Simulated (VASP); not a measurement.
# Mg4TlF3 (Pm-3m) in VASP: notebook

Mg4TlF3 is run at these levels: PBE; tasks: single point, relaxation of cell and atoms.

Program: VASP 6.6.1. These are calculated values, not measurements. Logs are shortened: lines on timing, memory, paths and dates and some standing lists are left out, and cuts for length are marked.

## Step 1: The cell of the first run

Symmetry: Pm-3m, No. 221, cubic system. Conventional cell: a = 5.229 Å, b = 5.229 Å, c = 5.229 Å, α = 90.00°, β = 90.00°, γ = 90.00°. Within 3.4 Å of Mg (site symmetry 4/mmm) lie 2 Tl at 2.61 Å and 4 F at 2.61 Å. Mg (site symmetry m-3m) has 6 F at 2.61 Å within 3.4 Å. Tl (site symmetry m-3m) has 6 Mg at 2.61 Å within 3.4 Å. F (site symmetry 4/mmm) has 6 Mg at 2.61 Å within 3.4 Å.

## Step 2: Single point, PBE

INCAR

```
SYSTEM = Mg4TlF3
ALGO = Normal
EDIFF = 1E-6
ENCUT = 520
GGA = PE
ISIF = 2
ISMEAR = 0
LASPH = .True.
LCHARG = .False.
LREAL = .False.
LWAVE = .False.
NBANDS = 31
NELM = 60
PREC = Accurate
SIGMA = 0.1
```

KPOINTS

```
k-points
0
Gamma
  8 8 8
  0 0 0
```

POSCAR

```
Mg4TlF3
1.0
    5.2293398946      0.0000000000      0.0000000000
    0.0000000000      5.2293398946      0.0000000000
    0.0000000000      0.0000000000      5.2293398946
Mg Tl F
4 1 3
Direct
    0.5000000000      0.0000000000      0.0000000000
    0.5000000000      0.5000000000      0.5000000000
    0.0000000000      0.0000000000      0.5000000000
    0.0000000000      0.5000000000      0.0000000000
    0.0000000000      0.0000000000      0.0000000000
    0.0000000000      0.5000000000      0.5000000000
    0.5000000000      0.0000000000      0.5000000000
    0.5000000000      0.5000000000      0.0000000000
```

Potentials or basis: VASP PAW PBE potentials, release 64 (Mg, Tl_d, F).

On the command line:

```
cat potpaw_PBE.64/Mg/POTCAR potpaw_PBE.64/Tl_d/POTCAR potpaw_PBE.64/F/POTCAR > POTCAR
mpirun -np 1 vasp_std > vasp.out
```

OUTCAR:

```text
SYSTEM = Mg4TlF3
   EDIFF = 1E-6
   ENCUT = 520
   GGA = PE
   ISIF = 2
   ISMEAR = 0
   LASPH = .True.
   LREAL = .False.
   NELM = 60
   PREC = Accurate

 ion  position               nearest neighbor table
   1  0.500  0.000  0.000-   5 2.61   7 2.61   8 2.61   7 2.61   8 2.61   5 2.61
   2  0.500  0.500  0.500-   6 2.61   7 2.61   8 2.61   8 2.61   7 2.61   6 2.61
   3  0.000  0.000  0.500-   5 2.61   6 2.61   7 2.61   5 2.61   6 2.61   7 2.61
   4  0.000  0.500  0.000-   5 2.61   6 2.61   8 2.61   6 2.61   5 2.61   8 2.61
   5  0.000  0.000  0.000-   1 2.61   3 2.61   4 2.61   3 2.61   4 2.61   1 2.61
   6  0.000  0.500  0.500-   2 2.61   3 2.61   4 2.61   4 2.61   3 2.61   2 2.61
   7  0.500  0.000  0.500-   1 2.61   2 2.61   3 2.61   1 2.61   2 2.61   3 2.61
   8  0.500  0.500  0.000-   1 2.61   2 2.61   4 2.61   2 2.61   1 2.61   4 2.61

  LATTYP: Found a simple cubic cell.
 ALAT       =     5.2293398946

  Lattice vectors:

 A1 = (   5.2293398946,   0.0000000000,   0.0000000000)
 A2 = (   0.0000000000,   5.2293398946,   0.0000000000)
 A3 = (   0.0000000000,   0.0000000000,   5.2293398946)

Analysis of symmetry for initial positions (statically):
=====================================================================
 Subroutine PRICEL returns:
 Original cell was already a primitive cell.

 Routine SETGRP: Setting up the symmetry group for a
 simple cubic supercell.

 Subroutine GETGRP returns: Found 48 space group operations
 (whereof 48 operations were pure point group operations)
 out of a pool of 48 trial point group operations.

The static configuration has the point symmetry O_h .

Analysis of symmetry for dynamics (positions and initial velocities):
=====================================================================
 Subroutine PRICEL returns:
 Original cell was already a primitive cell.

 Routine SETGRP: Setting up the symmetry group for a
 simple cubic supercell.

 Subroutine GETGRP returns: Found 48 space group operations
 (whereof 48 operations were pure point group operations)
 out of a pool of 48 trial point group operations.

The dynamic configuration has the point symmetry O_h .

 Subroutine INISYM returns: Found 48 space group operations
 (whereof 48 operations are pure point group operations),
 and found     1 'primitive' translations

----------------------------------------------------------------------------------------

                                     Primitive cell

  volume of cell :     143.0015

  direct lattice vectors                    reciprocal lattice vectors
     5.229339895  0.000000000  0.000000000     0.191228725  0.000000000  0.000000000
     0.000000000  5.229339895  0.000000000     0.000000000  0.191228725  0.000000000
     0.000000000  0.000000000  5.229339895     0.000000000  0.000000000  0.191228725

  length of vectors
     5.229339895  5.229339895  5.229339895     0.191228725  0.191228725  0.191228725

  position of ions in fractional coordinates (direct lattice)
     0.500000000  0.000000000  0.000000000
     0.500000000  0.500000000  0.500000000
     0.000000000  0.000000000  0.500000000
     0.000000000  0.500000000  0.000000000
     0.000000000  0.000000000  0.000000000
     0.000000000  0.500000000  0.500000000
     0.500000000  0.000000000  0.500000000
     0.500000000  0.500000000  0.000000000

  ion indices of the primitive-cell ions
   primitive index   ion index
                 1           1
                 2           2
                 3           3
                 4           4
                 5           5
                 6           6
                 7           7
                 8           8

----------------------------------------------------------------------------------------

 KPOINTS: k-points

Automatic generation of k-mesh.
 Grid dimensions read from file:
 generate k-points for:    8    8    8

 Generating k-lattice:

  Cartesian coordinates                     Fractional coordinates (reciprocal lattice)
     0.023903591  0.000000000  0.000000000     0.125000000  0.000000000  0.000000000
     0.000000000  0.023903591  0.000000000     0.000000000  0.125000000  0.000000000
     0.000000000  0.000000000  0.023903591     0.000000000  0.000000000  0.125000000

  Length of vectors
     0.023903591  0.023903591  0.023903591

  Shift w.r.t. Gamma in fractional coordinates (k-lattice)
     0.000000000  0.000000000  0.000000000

 Subroutine IBZKPT returns following result:
 ===========================================

 Found     35 irreducible k-points:

 Following reciprocal coordinates:
            Coordinates               Weight
  0.000000  0.000000  0.000000      1.000000
  0.125000  0.000000  0.000000      6.000000
  0.250000  0.000000  0.000000      6.000000
  0.375000  0.000000  0.000000      6.000000
  0.500000  0.000000  0.000000      3.000000
  0.125000  0.125000  0.000000     12.000000
[... 16 lines left out ...]
  0.375000  0.375000  0.125000     24.000000
  0.500000  0.375000  0.125000     24.000000
 [... further k-points ...]
   k-points           NKPTS =     35   k-points in BZ     NKDIM =     35   number of bands    NBANDS=     31
   number of dos      NEDOS =    301   number of ions     NIONS =      8
   total plane-waves  NPLWV =  64000
   dimension x,y,z NGX =    40 NGY =   40 NGZ =   40
   dimension x,y,z NGXF=    80 NGYF=   80 NGZF=   80
   ions per type =               4   1   3
   NGX,Y,Z   is equivalent  to a cutoff of  12.72, 12.72, 12.72 a.u.
   NGXF,Y,Z  is equivalent  to a cutoff of  25.43, 25.43, 25.43 a.u.
 SYSTEM =  Mg4TlF3
   PREC   = accura    normal or accurate (medium, high low for compatibility)
   ISTART =      0    job   : 0-new  1-cont  2-samecut
   ICHARG =      2    charge: 1-file 2-atom 10-const
   ISPIN  =      1    spin polarized calculation?
   LNONCOLLINEAR =      F non collinear calculations
   LSORBIT =      F    spin-orbit coupling
   LASPH  =      T    aspherical Exc in radial PAW
   ENCUT  =  520.0 eV  38.22 Ry    6.18 a.u.   9.72  9.72  9.72*2*pi/ulx,y,z
   NELM   =     60;   NELMIN=  2; NELMDL= -5     # of ELM steps
   EDIFF  = 0.1E-05   stopping-criterion for ELM
   LREAL  =      F    real-space projection
   EDIFFG = 0.1E-04   stopping-criterion for IOM
   NSW    =      0    number of steps for IOM
   IBRION =     -1    ionic relax: 0-MD 1-quasi-New 2-CG
   NFREE  =      0    steps in history (QN), initial steepest desc. (CG)
   ISIF   =      2    stress and relaxation
   ISYM   =      2    0-nonsym 1-usesym 2-fastsym
   POTIM  = 0.5000    time-step for ionic-motion
   TEBEG  =    0.0;   TEEND  =   0.0 temperature during run
   PSTRESS=    0.0 pullay stress
   NELECT =      42.0000    total number of electrons
   NUPDOWN=      -1.0000    fix difference up-down
   EMIN   =  10.00;   EMAX   =-10.00  energy-range for DOS
   EFERMI =   0.00;   METHOD = LEGACY
   ISMEAR =     0;   SIGMA  =   0.10  broadening in eV -4-tet -1-fermi 0-gaus
   EFERMI_NEDOS =   21; number of points for ismear=-14 and -15
   IALGO  =     38    algorithm
   IMIX   =      4    mixing-type and parameters
     AMIX     =   0.40;   BMIX     =  1.00
     AMIX_MAG =   1.60;   BMIX_MAG =  1.00
  volume/ion in A,a.u.               =      17.88       120.63
  Fermi-wavevector in a.u.,A,eV,Ry     =   1.088206  2.056411 16.111910  1.184192
  Thomas-Fermi vector in A             =   2.224382
   LORBIT       =      0    0 simple, 1 ext, 2 COOP (PROOUT), +10 PAW based schemes
   GGA     = PE    functional components
   LHFCALC =     F    Hartree Fock is set to
   AEXX    =    0.0000 exact exchange contribution
   IVDW    =     0    specifies the selected vdW correction
   LEPSILON=     F    determine dielectric tensor
   LRPA    =     F    only Hartree local field effects (RPA)
 non-spin polarized calculation
 Gauss-broadening in eV      SIGMA  =   0.10
  energy-cutoff  :      520.00
  volume of cell :      143.00
 maximum number of plane-waves:      3900
 NGX is ok and might be reduce to    40
   NGX = 19   NGY = 19   NGZ = 19

 number of electron      41.9999978 magnetization

 Free energy of the ion-electron system (eV)
  ---------------------------------------------------
  ext. energy  EPLUGINS =         0.00000000
  ---------------------------------------------------
  free energy    TOTEN  =       -24.20042728 eV

  energy without entropy =      -24.19359473  energy(sigma->0) =      -24.19701101

 E-fermi :   3.6616     XC(G=0):  -9.0520

 val. band max:        3.6407082535   @ k =   0.2500   0.0000   0.0000
 cond. band min:       3.7041977686   @ k =   0.5000   0.5000   0.0000
 fundamental gap:      0.0634895151
 Fermi energy:         3.6616365926

 k-point     1 :       0.0000    0.0000    0.0000
  band No.  band energies     occupation
      1     -20.4592      2.00000
      2     -20.3747      2.00000
      3     -20.3747      2.00000
      4      -7.8971      2.00000
      5      -7.8971      2.00000
      6      -7.6313      2.00000
[... 23 lines left out ...]
     30       8.6945      0.00000
     31       8.6945      0.00000

 k-point     2 :       0.1250    0.0000    0.0000
  band No.  band energies     occupation
      1     -20.4560      2.00000
      2     -20.3771      2.00000
      3     -20.3741      2.00000
      4      -7.8978      2.00000
      5      -7.8912      2.00000
      6      -7.6325      2.00000
[... 23 lines left out ...]
     30       9.3162      0.00000
     31       9.3162      0.00000

 k-point     3 :       0.2500    0.0000    0.0000
  band No.  band energies     occupation
      1     -20.4473      2.00000
      2     -20.3843      2.00000
      3     -20.3736      2.00000
      4      -7.8997      2.00000
      5      -7.8771      2.00000
      6      -7.6357      2.00000
[... 703 lines left out ...]
     30       9.6412      0.00000
     31       9.9114      0.00000

 k-point    24 :       0.5000    0.3750    0.1250
  band No.  band energies     occupation
      1     -20.4089      2.00000
      2     -20.3989      2.00000
      3     -20.3891      2.00000
      4      -7.8770      2.00000
      5      -7.8414      2.00000
      6      -7.6383      2.00000
[... 23 lines left out ...]
     30       9.5235      0.00000
     31      10.4412      0.00000

 [... further k-points ...]
[... 5 lines left out ...]
  --------------------------------------------------------------------------------------
  -------------------------------------------------------------------------------------
  Total       -0.2764097     -0.2764097     -0.2764097      0.0000000     -0.0000000      0.0000000
  in kB       -3.0968717     -3.0968717     -3.0968717      0.0000000     -0.0000000      0.0000000
  external PRESSURE =      -3.0968717 kB  Pullay stress =       0.0000000 kB

 VOLUME and BASIS-vectors are now :
 -----------------------------------------------------------------------------
  energy-cutoff  :      520.00
  volume of cell :      143.00
      direct lattice vectors                 reciprocal lattice vectors
     5.229339895  0.000000000  0.000000000     0.191228725  0.000000000  0.000000000
     0.000000000  5.229339895  0.000000000     0.000000000  0.191228725  0.000000000
     0.000000000  0.000000000  5.229339895     0.000000000  0.000000000  0.191228725

 POSITION                                       TOTAL-FORCE (eV/Angst)
 -----------------------------------------------------------------------------------
      2.61467      0.00000      0.00000         0.000000      0.000000      0.000000
      2.61467      2.61467      2.61467         0.000000      0.000000      0.000000
      0.00000      0.00000      2.61467         0.000000      0.000000      0.000000
      0.00000      2.61467      0.00000         0.000000      0.000000      0.000000
      0.00000      0.00000      0.00000         0.000000      0.000000      0.000000
      0.00000      2.61467      2.61467         0.000000      0.000000      0.000000
      2.61467      0.00000      2.61467         0.000000      0.000000      0.000000
      2.61467      2.61467      0.00000         0.000000      0.000000      0.000000
 -----------------------------------------------------------------------------------
    total drift:                                0.000000      0.000000     -0.000000

  FREE ENERGIE OF THE ION-ELECTRON SYSTEM (eV)
  ---------------------------------------------------
  free  energy   TOTEN  =       -24.2004272844 eV

  energy  without entropy=      -24.1935947293  energy(sigma->0) =      -24.19701101
```

Wall time 2.6 min (1 thread of Intel Xeon 8259CL, shared host); peak memory 0.33 GiB.

What came out:

* Free energy: -24.2004 eV
* Pressure: -0.3 GPa
* Band gap on the k mesh: zero (band 21 reaches 3.64 eV, above the bottom of band 22 at 3.62 eV)

Caveat: spin-orbit coupling is left out, which moves the levels of the heavy elements.

## Step 3: Relaxation of cell and atoms, PBE

INCAR

```
PREC = Accurate
ENCUT = 600
EDIFF = 1E-6
ISMEAR = 0
SIGMA = 0.1
LREAL = False
LASPH = True
NELM = 100
ALGO = Normal
ISIF = 3
LWAVE = False
LCHARG = False
GGA = PE
IBRION = 2
NSW = 100
EDIFFG = -0.01
```

KPOINTS

```
Automatic mesh
0
Gamma
  8 8 8
```

Changes to POSCAR since step 2:

```diff
@@ -2,5 +2,5 @@
 1.0
-    5.2293398946      0.0000000000      0.0000000000
-    0.0000000000      5.2293398946      0.0000000000
-    0.0000000000      0.0000000000      5.2293398946
+    5.2274341344      0.0000000000      0.0000000000
+    0.0000000000      5.2274341344      0.0000000000
+    0.0000000000      0.0000000000      5.2274341344
 Mg Tl F
```

Potentials or basis: VASP PAW PBE potentials, release 64 (Mg, Tl_d, F).

On the command line:

```
cat potpaw_PBE.64/Mg/POTCAR potpaw_PBE.64/Tl_d/POTCAR potpaw_PBE.64/F/POTCAR > POTCAR
mpirun -np 1 vasp_std > vasp.out
```

OUTCAR:

```text
PREC = Accurate
   ENCUT = 600
   EDIFF = 1E-6
   ISMEAR = 0
   LREAL = False
   LASPH = True
   NELM = 100
   ISIF = 3
   GGA = PE
   IBRION = 2
   NSW = 100
   EDIFFG = -0.01

 ion  position               nearest neighbor table
   1  0.500  0.000  0.000-   5 2.61   7 2.61   8 2.61   7 2.61   8 2.61   5 2.61
   2  0.500  0.500  0.500-   6 2.61   7 2.61   8 2.61   8 2.61   7 2.61   6 2.61
   3  0.000  0.000  0.500-   5 2.61   6 2.61   7 2.61   5 2.61   6 2.61   7 2.61
   4  0.000  0.500  0.000-   5 2.61   6 2.61   8 2.61   6 2.61   5 2.61   8 2.61
   5  0.000  0.000  0.000-   1 2.61   3 2.61   4 2.61   3 2.61   4 2.61   1 2.61
   6  0.000  0.500  0.500-   2 2.61   3 2.61   4 2.61   4 2.61   3 2.61   2 2.61
   7  0.500  0.000  0.500-   1 2.61   2 2.61   3 2.61   1 2.61   2 2.61   3 2.61
   8  0.500  0.500  0.000-   1 2.61   2 2.61   4 2.61   2 2.61   1 2.61   4 2.61

  LATTYP: Found a simple cubic cell.
 ALAT       =     5.2274341344

  Lattice vectors:

 A1 = (   5.2274341344,   0.0000000000,   0.0000000000)
 A2 = (   0.0000000000,   5.2274341344,   0.0000000000)
 A3 = (   0.0000000000,   0.0000000000,   5.2274341344)

[... 243 lines left out ...]
 cond. band min:       3.7529304414   @ k =   0.5000   0.5000   0.0000
 fundamental gap:      0.0624365597
 Fermi energy:         3.7037391493

 k-point     1 :       0.0000    0.0000    0.0000
  band No.  band energies     occupation
      1     -20.4476      2.00000
      2     -20.3612      2.00000
      3     -20.3612      2.00000
      4      -7.8674      2.00000
      5      -7.8674      2.00000
      6      -7.5993      2.00000
[... 685 lines left out ...]
     25       7.4237      0.00000
     26       7.6654      0.00000

 [... further k-points ...]
[... 5 lines left out ...]
  --------------------------------------------------------------------------------------
  -------------------------------------------------------------------------------------
  Total       -0.0484257     -0.0484257     -0.0484257     -0.0000000     -0.0000000      0.0000000
  in kB       -0.5455288     -0.5455288     -0.5455288     -0.0000000     -0.0000000      0.0000000
  external PRESSURE =      -0.5455288 kB  Pullay stress =       0.0000000 kB

 VOLUME and BASIS-vectors are now :
 -----------------------------------------------------------------------------
  energy-cutoff  :      600.00
  volume of cell :      142.22
      direct lattice vectors                 reciprocal lattice vectors
     5.219829563  0.000000000  0.000000000     0.191577136 -0.000000000  0.000000000
     0.000000000  5.219829563  0.000000000    -0.000000000  0.191577136 -0.000000000
    -0.000000000  0.000000000  5.219829563    -0.000000000 -0.000000000  0.191577136

 POSITION                                       TOTAL-FORCE (eV/Angst)
 -----------------------------------------------------------------------------------
      2.60991      0.00000      0.00000         0.000000     -0.000000     -0.000000
      2.60991      2.60991      2.60991         0.000000     -0.000000      0.000000
     -0.00000      0.00000      2.60991        -0.000000     -0.000000     -0.000000
      0.00000      2.60991      0.00000        -0.000000     -0.000000     -0.000000
      0.00000      0.00000      0.00000         0.000000     -0.000000     -0.000000
      0.00000      2.60991      2.60991        -0.000000      0.000000     -0.000000
      2.60991      0.00000      2.60991        -0.000000      0.000000     -0.000000
      2.60991      2.60991      0.00000         0.000000     -0.000000     -0.000000
 -----------------------------------------------------------------------------------
    total drift:                                0.000000     -0.000000     -0.000000

  FREE ENERGIE OF THE ION-ELECTRON SYSTEM (eV)
  ---------------------------------------------------
  free  energy   TOTEN  =       -24.2068984960 eV

  energy  without entropy=      -24.2003113701  energy(sigma->0) =      -24.20360493

 reached required accuracy - stopping structural energy minimisation
```

OSZICAR:

```text
N       E                     dE             d eps       ncg     rms          rms(c)
DAV:   1     0.276349193038E+03    0.27635E+03   -0.21843E+04  1828   0.158E+03
DAV:   2    -0.634813847966E+01   -0.28270E+03   -0.27814E+03  2222   0.317E+02
DAV:   3    -0.273945562615E+02   -0.21046E+02   -0.20971E+02  1984   0.859E+01
[... 15 lines left out ...]
DAV:   3    -0.242069951322E+02    0.44652E-03   -0.26070E-03  1850   0.358E-01    0.727E-02
DAV:   4    -0.242069152518E+02    0.79880E-04   -0.20173E-04  1918   0.819E-02    0.466E-02
DAV:   5    -0.242069044761E+02    0.10776E-04   -0.12838E-04  2052   0.630E-02    0.172E-02
DAV:   6    -0.242068989103E+02    0.55658E-05   -0.16540E-05  2000   0.251E-02    0.739E-03
DAV:   7    -0.242068984960E+02    0.41434E-06   -0.78315E-06  1620   0.132E-02
   2 F= -.24206898E+02 E0= -.24203605E+02  d E =-.682869E-03
```

Run time: 6.2 min. Hardware: 1 thread of Intel Xeon 8259CL, shared host; peak memory 0.37 GiB.

What came out:

* Free energy: -24.2069 eV
* Relaxed volume: 17.78 Å³/atom
* Relaxed cell: a = 5.220 Å, b = 5.220 Å, c = 5.220 Å, α = 90.00°, β = 90.00°, γ = 90.00°
* Space group after relaxing (to 0.05 Å): Pm-3m (No. 221)
* Energy gained by relaxing: 0.1 meV/atom
* Ionic steps: 2
* Pressure after relaxing: -0.1 GPa
* Band gap on the k mesh: zero (band 21 reaches 3.68 eV, above the bottom of band 22 at 3.66 eV)

Step by step:
| step | energy change (eV) | largest force (eV/Å) | pressure (GPa) | volume (Å³) |
| --- | --- | --- | --- | --- |
| 1 | 0.0000 | 0.0000 | -0.27 | 142.85 |
| 2 | -0.0007 | 0.0000 | -0.05 | 142.22 |

Final structure:
```
CELL_PARAMETERS angstrom
5.21983 0.00000 0.00000
0.00000 5.21983 0.00000
0.00000 0.00000 5.21983
ATOMIC_POSITIONS crystal
Mg 0.50000 0.00000 0.00000
Mg 0.50000 0.50000 0.50000
Mg 0.00000 0.00000 0.50000
Mg 0.00000 0.50000 0.00000
Tl 0.00000 0.00000 0.00000
F 0.00000 0.50000 0.50000
F 0.50000 0.00000 0.50000
F 0.50000 0.50000 0.00000
```

Levels at points of the mesh, in eV from the Fermi level:
```tsv
k point	band 19	band 20	band 21	band 22	band 23	band 24
(0.00, 0.00, 0.00)	-1.29	-0.03	-0.03	-0.03	1.99	1.99
(0.50, 0.00, 0.00)	-2.82	-0.15	-0.15	0.76	1.81	2.96
(0.50, 0.50, 0.00)	-1.82	-1.82	-0.22	0.05	3.53	3.68
(0.50, 0.50, 0.50)	-0.95	-0.95	-0.95	1.11	1.11	1.11
```

Caveat: spin-orbit coupling is left out, which moves the levels of the heavy elements.
